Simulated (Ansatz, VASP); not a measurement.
Ta in VASP and in Ansatz

```xyz
1
Lattice="-1.6513 1.6513 1.6513 1.6513 -1.6513 1.6513 1.6513 1.6513 -1.6513" Properties=species:S:1:pos:R:3 pbc="T T T"
Ta    0.0000    0.0000    0.0000
```

Alike in both runs: task single point; functional PBE; k mesh 13 × 13 × 13; occupations fermi-dirac, width 0.05 eV; no spin polarisation.

```csv
,VASP,Ansatz
version,VASP 6.6.1,Ansatz 0.2.0
potentials or method,"VASP PAW PBE potentials, release 64 (Ta_pv), cutoff 520 eV","plane waves, PAW"
valence electrons in the cell,11,13
```

```csv
,VASP,Ansatz,Ansatz less VASP
pressure (GPa),3.7,3.6,-0.12
```

VASP's potentials hold 11 valence electrons a cell and Ansatz's 13, so a difference there can come from the potentials and not from the codes.

Spin-orbit coupling is off throughout.
